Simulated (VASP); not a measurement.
# Au (P6_3/mmc) in VASP: relaxation of cell and atoms with LDA

Aim: the relaxation of cell and atoms of Au with LDA.

Program: VASP 6.6.1. These are calculated values, not measurements. Logs are shortened: lines on timing, memory, paths and dates and some standing lists are left out, and cuts for length are marked.

## (1) The cell of the first run

It takes space group P6_3/mmc (No. 194, hexagonal). The conventional cell has a = 2.841 Å, b = 2.841 Å, c = 4.740 Å, α = 90.00°, β = 90.00°, γ = 120.00°. Au (site symmetry -6m2) has 12 Au at 2.84 to 2.88 Å within 3.7 Å.

## (2) Relaxation of cell and atoms, LDA

File INCAR:

```
SYSTEM = Au
ALGO = Fast
EDIFF = 1E-6
EDIFFG = -0.005
ENCUT = 600
IBRION = 2
ISIF = 3
ISMEAR = 0
LASPH = .TRUE.
LCHARG = .FALSE.
LREAL = .FALSE.
LWAVE = .FALSE.
NELM = 80
NSW = 100
PREC = Accurate
SIGMA = 0.1
```

File KPOINTS:

```
k-points
0
G
  18 18 10
  0 0 0
```

File POSCAR:

```
Au
1.0
    2.8407654790      0.0000000000      0.0000000000
   -1.4203827395      2.4601750711      0.0000000000
    0.0000000000      0.0000000000      4.7399469214
Au
2
Direct
    0.3333333333      0.6666666667      0.7500000000
    0.6666666667      0.3333333333      0.2500000000
```

Potentials or basis: VASP PAW LDA potentials, release 64 (Au).

Launch:

```sh
$ cat potpaw_LDA.64/Au/POTCAR > POTCAR
$ mpirun -np 1 vasp_std > vasp.out
```

OUTCAR:

```text
SYSTEM = Au
   EDIFF = 1E-6
   EDIFFG = -0.005
   ENCUT = 600
   IBRION = 2
   ISIF = 3
   ISMEAR = 0
   LASPH = .TRUE.
   LREAL = .FALSE.
   NELM = 80
   NSW = 100
   PREC = Accurate

 ion  position               nearest neighbor table
   1  0.333  0.667  0.750-   2 2.88   2 2.88   2 2.88   2 2.88   2 2.88   2 2.88
   2  0.667  0.333  0.250-   1 2.88   1 2.88   1 2.88   1 2.88   1 2.88   1 2.88

  LATTYP: Found a hexagonal cell.
 ALAT       =     2.8407654790
 C/A-ratio  =     1.6685456636

  Lattice vectors:

 A1 = (   2.8407654790,   0.0000000000,   0.0000000000)
 A2 = (  -1.4203827395,   2.4601750711,   0.0000000000)
 A3 = (   0.0000000000,   0.0000000000,   4.7399469214)

Analysis of symmetry for initial positions (statically):
[... 10 lines left out ...]

The static configuration has the point symmetry D_3d.
 The point group associated with its full space group is D_6h.

Analysis of symmetry for dynamics (positions and initial velocities):
[... 10 lines left out ...]

The dynamic configuration has the point symmetry D_3d.
 The point group associated with its full space group is D_6h.

 Subroutine INISYM returns: Found 24 space group operations
[... 5 lines left out ...]
                                     Primitive cell

  volume of cell :      33.1264

  direct lattice vectors                    reciprocal lattice vectors
     2.840765479  0.000000000  0.000000000     0.352017795  0.203237569  0.000000000
    -1.420382739  2.460175071  0.000000000     0.000000000  0.406475137  0.000000000
     0.000000000  0.000000000  4.739946921     0.000000000  0.000000000  0.210972827

  length of vectors
     2.840765479  2.840765479  4.739946921     0.406475137  0.406475137  0.210972827

  position of ions in fractional coordinates (direct lattice)
     0.333333333  0.666666667  0.750000000
     0.666666667  0.333333333  0.250000000

  ion indices of the primitive-cell ions
   primitive index   ion index
                 1           1
                 2           2

----------------------------------------------------------------------------------------

 KPOINTS: k-points

Automatic generation of k-mesh.
 Grid dimensions read from file:
 generate k-points for:   18   18   10

 Generating k-lattice:

  Cartesian coordinates                     Fractional coordinates (reciprocal lattice)
     0.019556544  0.011290976  0.000000000     0.055555556  0.000000000  0.000000000
     0.000000000  0.022581952  0.000000000     0.000000000  0.055555556  0.000000000
     0.000000000  0.000000000  0.021097283     0.000000000  0.000000000  0.100000000

  Length of vectors
     0.022581952  0.022581952  0.021097283

  Shift w.r.t. Gamma in fractional coordinates (k-lattice)
     0.000000000  0.000000000  0.000000000

 Subroutine IBZKPT returns following result:
 ===========================================

 Found    222 irreducible k-points:

 Following reciprocal coordinates:
            Coordinates               Weight
  0.000000  0.000000  0.000000      1.000000
  0.055556  0.000000  0.000000      6.000000
  0.111111  0.000000  0.000000      6.000000
  0.166667  0.000000  0.000000      6.000000
  0.222222  0.000000  0.000000      6.000000
  0.277778  0.000000  0.000000      6.000000
[... 16 lines left out ...]
  0.333333  0.111111  0.000000     12.000000
  0.388889  0.111111  0.000000     12.000000
 [... further k-points ...]
   k-points           NKPTS =    222   k-points in BZ     NKDIM =    222   number of bands    NBANDS=     15
   number of dos      NEDOS =    301   number of ions     NIONS =      2
   total plane-waves  NPLWV =  23040
   dimension x,y,z NGX =    24 NGY =   24 NGZ =   40
   dimension x,y,z NGXF=    48 NGYF=   48 NGZF=   80
   ions per type =               2
   NGX,Y,Z   is equivalent  to a cutoff of  14.05, 14.05, 14.03 a.u.
   NGXF,Y,Z  is equivalent  to a cutoff of  28.09, 28.09, 28.06 a.u.
 SYSTEM =  Au
   PREC   = accura    normal or accurate (medium, high low for compatibility)
   ISTART =      0    job   : 0-new  1-cont  2-samecut
   ICHARG =      2    charge: 1-file 2-atom 10-const
   ISPIN  =      1    spin polarized calculation?
   LNONCOLLINEAR =      F non collinear calculations
   LSORBIT =      F    spin-orbit coupling
   LASPH  =      T    aspherical Exc in radial PAW
   ENCUT  =  600.0 eV  44.10 Ry    6.64 a.u.   5.67  5.67  9.47*2*pi/ulx,y,z
   NELM   =     80;   NELMIN=  2; NELMDL= -5     # of ELM steps
   EDIFF  = 0.1E-05   stopping-criterion for ELM
   LREAL  =      F    real-space projection
   EDIFFG = -.5E-02   stopping-criterion for IOM
   NSW    =    100    number of steps for IOM
   IBRION =      2    ionic relax: 0-MD 1-quasi-New 2-CG
   NFREE  =      1    steps in history (QN), initial steepest desc. (CG)
   ISIF   =      3    stress and relaxation
   ISYM   =      2    0-nonsym 1-usesym 2-fastsym
   POTIM  = 0.5000    time-step for ionic-motion
   TEBEG  =    0.0;   TEEND  =   0.0 temperature during run
   PSTRESS=    0.0 pullay stress
   NELECT =      22.0000    total number of electrons
   NUPDOWN=      -1.0000    fix difference up-down
   EMIN   =  10.00;   EMAX   =-10.00  energy-range for DOS
   EFERMI =   0.00;   METHOD = LEGACY
   ISMEAR =     0;   SIGMA  =   0.10  broadening in eV -4-tet -1-fermi 0-gaus
   EFERMI_NEDOS =   21; number of points for ismear=-14 and -15
   IALGO  =     68    algorithm
   IMIX   =      4    mixing-type and parameters
     AMIX     =   0.40;   BMIX     =  1.00
     AMIX_MAG =   1.60;   BMIX_MAG =  1.00
  volume/ion in A,a.u.               =      16.56       111.77
  Fermi-wavevector in a.u.,A,eV,Ry     =   1.428315  2.699125 27.757038  2.040085
  Thomas-Fermi vector in A             =   2.548390
   LORBIT       =      0    0 simple, 1 ext, 2 COOP (PROOUT), +10 PAW based schemes
   GGA     = CA    functional components
   LHFCALC =     F    Hartree Fock is set to
   AEXX    =    0.0000 exact exchange contribution
   IVDW    =     0    specifies the selected vdW correction
   LEPSILON=     F    determine dielectric tensor
   LRPA    =     F    only Hartree local field effects (RPA)
 conjugate gradient relaxation of ions
 non-spin polarized calculation
 RMM-DIIS sequential band-by-band and
 Gauss-broadening in eV      SIGMA  =   0.10
  energy-cutoff  :      600.00
  volume of cell :       33.13
 maximum number of plane-waves:      1120
 NGX is ok and might be reduce to    24
   NGX = 11   NGY = 11   NGZ = 19

--------------------------------------- Ionic step        1  -------------------------------------------

 number of electron      22.0000001 magnetization

 Free energy of the ion-electron system (eV)
  ---------------------------------------------------
  ext. energy  EPLUGINS =         0.00000000
  ---------------------------------------------------
  free energy    TOTEN  =        -8.87164159 eV

  energy without entropy =       -8.86689796  energy(sigma->0) =       -8.86926978

------------------------ aborting loop because EDIFF is reached ----------------------------------------

  FORCE on cell =-STRESS in cart. coord.  units (eV):
  Direction    XX          YY          ZZ          XY          YZ          ZX
  --------------------------------------------------------------------------------------
  -------------------------------------------------------------------------------------
  Total        0.1728513      0.1728513      0.1916655      0.0000000      0.0000000      0.0000000
  in kB        8.3600385      8.3600385      9.2699983      0.0000000      0.0000000      0.0000000
  external PRESSURE =       8.6633585 kB  Pullay stress =       0.0000000 kB
[... 165 lines left out ...]
  energy  without entropy=       -8.8672531060  energy(sigma->0) =       -8.86964390

--------------------------------------- Ionic step        6  -------------------------------------------

 number of electron      22.0000001 magnetization

 Free energy of the ion-electron system (eV)
  ---------------------------------------------------
  ext. energy  EPLUGINS =         0.00000000
  ---------------------------------------------------
  free energy    TOTEN  =        -8.87203786 eV

  energy without entropy =       -8.86715785  energy(sigma->0) =       -8.86959786

 E-fermi :   9.6470     XC(G=0): -13.1233

 val. band max:        9.6393925021   @ k =   0.3333   0.1667   0.2000
 cond. band min:       9.6691597550   @ k =   0.2778   0.2222   0.2000
 fundamental gap:      0.0297672529
 Fermi energy:         9.6469607590

 k-point     1 :       0.0000    0.0000    0.0000
  band No.  band energies     occupation
      1      -0.4751      2.00000
      2       2.0398      2.00000
      3       4.6894      2.00000
      4       4.9623      2.00000
      5       4.9623      2.00000
      6       5.2975      2.00000
      7       5.2975      2.00000
      8       6.0047      2.00000
      9       6.0047      2.00000
     10       7.4709      2.00000
     11       7.4709      2.00000
     12       8.4105      2.00000
     13      12.5328      0.00000
     14      24.2078      0.00000
     15      25.4428      0.00000
[... 397 lines left out ...]
 k-point    24 :       0.3889    0.1111    0.0000
  band No.  band energies     occupation
      1       2.8311      2.00000
      2       2.8876      2.00000
      3       3.2218      2.00000
      4       4.8656      2.00000
      5       5.1861      2.00000
      6       5.2661      2.00000
      7       5.4866      2.00000
      8       7.4201      2.00000
      9       7.6091      2.00000
     10       7.7272      2.00000
     11       9.5955      1.53317
     12      12.6167      0.00000
     13      15.0556      0.00000
     14      17.1456      0.00000
     15      17.6380      0.00000

 [... further k-points ...]
[... 5 lines left out ...]
  --------------------------------------------------------------------------------------
  -------------------------------------------------------------------------------------
  Total        0.0066699      0.0066699      0.0048195      0.0000000      0.0000000      0.0000000
  in kB        0.3211952      0.3211952      0.2320850      0.0000000      0.0000000      0.0000000
  external PRESSURE =       0.2914918 kB  Pullay stress =       0.0000000 kB
[... 17 lines left out ...]
  FREE ENERGIE OF THE ION-ELECTRON SYSTEM (eV)
  ---------------------------------------------------
  free  energy   TOTEN  =        -8.8720378621 eV

  energy  without entropy=       -8.8671578507  energy(sigma->0) =       -8.86959786

 reached required accuracy - stopping structural energy minimisation
```

Wall time 4 min (1 thread of Intel Xeon Platinum 8259CL at 2.50GHz (Skylake/Cascade Lake), shared host); peak memory 0.24 GiB.

What came out:

```yaml
Free_energy: -8.8720 eV
Relaxed_volume: 16.64 Å³/atom
Relaxed_cell: a = 2.843 Å, b = 2.843 Å, c = 4.753 Å, α = 90.00°, β = 90.00°, γ = 120.00°
Space_group_after_relaxing_to_0.05_Å: P6_3/mmc (No. 194)
Energy_gained_by_relaxing: 0.2 meV/atom
Ionic_steps: 6
Pressure_after_relaxing: 0.0 GPa
Band_gap_on_the_k_mesh: zero (band 11 reaches 14.09 eV, above the bottom of band 12 at 6.98 eV)
```

Step by step:
| step | energy change (eV) | largest force (eV/Å) | pressure (GPa) | volume (Å³) |
| --- | --- | --- | --- | --- |
| 1 | 0.0000 | 0.0000 | 0.87 | 33.13 |
| 2 | 0.0010 | 0.0000 | -1.55 | 33.56 |
| 3 | -0.0004 | 0.0000 | -0.03 | 33.27 |
| 4 | -0.0004 | 0.0000 | 0.03 | 33.27 |
| 5 | -0.0004 | 0.0000 | 0.03 | 33.27 |
| 6 | -0.0004 | 0.0000 | 0.03 | 33.27 |

Final structure:
```
Au
1.0
     2.84311    0.00000    0.00000
    -1.42156    2.46221    0.00000
     0.00000    0.00000    4.75272
Au
2
Cartesian
  0.0000 1.6415 3.5645
  1.4216 0.8207 1.1882
```

Levels at points of the mesh, in eV from the Fermi level:
```tsv
k point	band 7	band 8	band 9	band 10	band 11	band 12	band 13	band 14	band 15
(0.00, 0.00, 0.00)	-4.35	-3.64	-3.64	-2.18	-2.18	-1.24	2.89	14.56	15.80
(0.50, 0.00, 0.00)	-3.84	-1.91	-1.86	-1.66	0.39	1.65	5.85	7.41	7.57
(0.00, 0.00, 0.50)	-4.73	-4.73	-2.66	-2.66	-2.66	-2.66	10.92	10.92	14.86
(0.50, 0.00, 0.50)	-2.45	-2.45	-1.74	-1.74	0.41	0.41	4.12	4.12	13.39
```

Caveat: spin-orbit coupling is left out, which moves the levels of the heavy elements.
